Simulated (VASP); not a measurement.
GaP (krp):

```xyz
2
Lattice="0.0000 2.7258 2.7258 2.7258 0.0000 2.7258 2.7258 2.7258 0.0000" Properties=species:S:1:pos:R:3 pbc="T T T"
Ga    0.0000    0.0000    0.0000
P     4.0887    4.0887    4.0887
```

* Program: VASP 6.6.1
* Task: relaxation of cell and atoms
* Functional: RPBE
* Potentials or basis: VASP PAW PBE potentials, release 64 (Ga_d, P)
* Cutoff: 600 eV
* k mesh: 8 × 8 × 8
* Occupations: gaussian, width 0.02 eV
* Spin: no spin polarisation

At the start: pressure 4.4 GPa; volume 20.25 Å³/atom.

**Question.** How do energy, volume and symmetry change on relaxing?

**Answer.** Over 6 steps the energy falls by 15.2 meV/atom and the volume is 21.39 Å³/atom (+5.6 %); space group F-43m (No. 216, to 0.05 Å).

Step by step:
```
step  energy change (eV)  largest force (eV/Å)  pressure (GPa)  volume (Å³)
   1              0.0000                0.0000            4.38        40.51
   2             -0.0252                0.0000           -1.55        43.84
   3             -0.0303                0.0000           -0.02        42.82
   4             -0.0303                0.0000            0.11        42.77
   5             -0.0303                0.0000            0.08        42.78
   6             -0.0303                0.0000           -0.01        42.78
```

Final structure:
```
Ga P
1.0
     0.00000    2.77597    2.77597
     2.77597    0.00000    2.77597
     2.77597    2.77597    0.00000
Ga P
1 1
Direct
  0.00000 0.00000 0.00000
  0.75000 0.75000 0.75000
```

Caveat: the PAW data sets were made with another functional, which shifts forces and pressure a little.
